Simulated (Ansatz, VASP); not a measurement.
# C: VASP beside Ansatz

File INCAR:

```
SYSTEM = C
  PREC = Accurate
  ENCUT = 520
  EDIFF = 1E-6
  ISMEAR = 0
  SIGMA = 0.05
  LREAL = Auto
  LASPH = .True.
  NELM = 100
  ALGO = Normal
  ISIF = 2
  LWAVE = .False.
  LCHARG = .True.
  GGA = PE
  LELF = .True.
  LVHAR = .True.
  NBANDS = 46
```

File KPOINTS:

```
regular mesh
0
Gamma
  10 10 2
  0 0 0
```

File POSCAR:

```
C
1.0
   -2.5180184914      0.0000000000      0.0000000000
   -1.2590092457     -2.1806679808      0.0000000000
   -0.6296305238     -0.3635173524     16.6091763648
C
16
Direct
   -0.1119363965     -0.1119363965      0.6714840821
   -0.0285863965     -0.0285863965      0.1714840821
   -0.1536113965      0.8463886035      0.9214840821
   -0.0702613965      0.9297386035      0.4214840821
   -0.1381136035     -0.1381136035      0.8285159179
   -0.0547636035     -0.0547636035      0.3285159179
   -0.0130886035      0.9869113965      0.0785159179
   -0.0964386035      0.9035613965      0.5785159179
    0.2161825276      0.2161825276      0.7027642813
    0.2995325276      0.2995325276      0.2027642813
    0.5078408610      0.5078408610      0.9527642813
    0.5911908610      0.5911908610      0.4527642813
    0.2004341390      0.2004341390      0.7972357187
    0.2837841390      0.2837841390      0.2972357187
    0.6587924724      0.6587924724      0.0472357187
    0.5754424724      0.5754424724      0.5472357187
```

Input for Ansatz:

```yaml
crystal:
  lattice:
    - [-2.5180184914, 0.0, 0.0]
    - [-1.2590092457, -2.1806679808, 0.0]
    - [-0.6296305238, -0.3635173524, 16.6091763648]
  atoms:
    - { symbol: C, position: [-0.1119363965, -0.1119363965, 0.6714840821] }
    - { symbol: C, position: [-0.0285863965, -0.0285863965, 0.1714840821] }
    - { symbol: C, position: [-0.1536113965, 0.8463886035, 0.9214840821] }
    - { symbol: C, position: [-0.0702613965, 0.9297386035, 0.4214840821] }
    - { symbol: C, position: [-0.1381136035, -0.1381136035, 0.8285159179] }
    - { symbol: C, position: [-0.0547636035, -0.0547636035, 0.3285159179] }
    - { symbol: C, position: [-0.0130886035, 0.9869113965, 0.0785159179] }
    - { symbol: C, position: [-0.0964386035, 0.9035613965, 0.5785159179] }
    - { symbol: C, position: [0.2161825276, 0.2161825276, 0.7027642813] }
    - { symbol: C, position: [0.2995325276, 0.2995325276, 0.2027642813] }
    - { symbol: C, position: [0.507840861, 0.507840861, 0.9527642813] }
    - { symbol: C, position: [0.591190861, 0.591190861, 0.4527642813] }
    - { symbol: C, position: [0.200434139, 0.200434139, 0.7972357187] }
    - { symbol: C, position: [0.283784139, 0.283784139, 0.2972357187] }
    - { symbol: C, position: [0.6587924724, 0.6587924724, 0.0472357187] }
    - { symbol: C, position: [0.5754424724, 0.5754424724, 0.5472357187] }
basis:
  ecutwfc: 420
kpoints:
  mp_grid: { grid: [10, 10, 2] }
hamiltonian:
  xc: pbe
scf:
  occupations: { method: gaussian, width: 0.05 }
output:
  forces: true
  stress: true
  eigenvalues: true
```

Alike in both runs: task single point; functional PBE; k mesh 10 × 10 × 2; occupations gaussian, width 0.05 eV; no spin polarisation.

```csv
,VASP,Ansatz
version,VASP 6.6.1,Ansatz 0.2.0
potentials or method,"VASP PAW PBE potentials, release 64 (C), cutoff 520 eV","scalar-relativistic, plane waves, PAW"
valence electrons in the cell,64,64
```

|  | VASP | Ansatz | Ansatz less VASP |
| --- | --- | --- | --- |
| gap on the k mesh at the Fermi level (eV) | 2.31 | 2.31 | +0.002 |
| least direct gap on the mesh (eV) | 4.88 | 4.89 | +0.005 |
| pressure (GPa) | 1.1 | 0.5 | -0.64 |
| traceless stress, the component that is largest in VASP (GPa) | 14.93 | 14.94 | +0.008 |
| rms of the force components (eV/Å) | 0.902 | 0.904 | +0.0019 |

Atom by atom the forces differ by 0.006 eV/Å (rms over components).
